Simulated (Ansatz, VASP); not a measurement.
**One calculation of Si4N, two programs**

INCAR

```
SYSTEM = Si4N
PREC = Accurate
ENCUT = 520
EDIFF = 1E-7
ISMEAR = 0
SIGMA = 0.05
LREAL = .False.
LASPH = .True.
NELM = 150
ALGO = Normal
ISIF = 2
LWAVE = .False.
LCHARG = .False.
ISPIN = 2
MAGMOM = 0 0 0 0 3
LORBIT = 11
LDIPOL = .True.
IDIPOL = 3
DIPOL = 0.5 0.5 0.327
GGA = PE
IVDW = 12
NBANDS = 22
```

The input KPOINTS:

```
regular mesh
0
Gamma
  7 7 1
  0 0 0
```

The input POSCAR:

```
Si4N
1.0
    3.8333442755      0.0000000000      0.0000000000
    0.0000000000      3.8333442755      0.0000000000
    0.0000000000      0.0000000000     21.1034818114
Si N
4 1
Direct
    0.0000000000      0.5000000000      0.1895421825
    0.0000000000      0.0000000000      0.2537634269
    0.5000000000      0.0000000000      0.3207061922
    0.5000000000      0.5000000000      0.3839879070
    0.6250000000      0.8750000000      0.4882361074
```

Input for Ansatz:

```yaml
crystal:
  lattice:
    - [3.8333442755, 0.0, 0.0]
    - [0.0, 3.8333442755, 0.0]
    - [0.0, 0.0, 21.1034818114]
  atoms:
    - { symbol: Si, position: [0.0, 0.5, 0.1895421825] }
    - { symbol: Si, position: [0.0, 0.0, 0.2537634269] }
    - { symbol: Si, position: [0.5, 0.0, 0.3207061922] }
    - { symbol: Si, position: [0.5, 0.5, 0.383987907] }
    - { symbol: "N", position: [0.625, 0.875, 0.4882361074], spin: 3.0 }
basis:
  ecutwfc: 420
kpoints:
  mp_grid: { grid: [7, 7, 1] }
hamiltonian:
  xc: pbe
  pseudopotentials: { kind: paw, azcp: { folder: soft_1 } }
  dispersion: d3bj
scf:
  occupations: { method: gaussian, width: 0.05 }
output:
  forces: true
  eigenvalues: true
  populations: true
magnetization:
  spin_polarized: true
efield:
  axis: 3
  dipole_correction: true
  ramp_width: 0.04
```

Alike in both runs: task single point; functional PBE; dispersion D3(BJ); k mesh 7 × 7 × 1; occupations gaussian, width 0.05 eV; collinear spin.

```csv
,VASP,Ansatz
version,VASP 6.6.1,Ansatz 0.2.0
potentials or method,"VASP PAW PBE potentials, release 64 (Si, N), cutoff 520 eV","scalar-relativistic, plane waves, PAW"
valence electrons in the cell,21,21
```

Ansatz gave:

```
gap on the k mesh at the Fermi level (eV)                     : none
rms of the force components (eV/Å)                            : 0.497
net moment per atom (μB)                                      : 0.43
size of the moment on the site where the two differ most (μB) : 2.19
```

Problem. Which values does VASP return?

Solution. gap on the k mesh at the Fermi level (eV): none; rms of the force components (eV/Å): 0.497; net moment per atom (μB): 0.43; size of the moment on the site where the two differ most (μB): 1.63.

Site moments also hang on the region over which each program counts them. Atom by atom the forces differ by 0.002 eV/Å (rms over components). A gap of «none» marks a metal or a gap that the smearing closes.
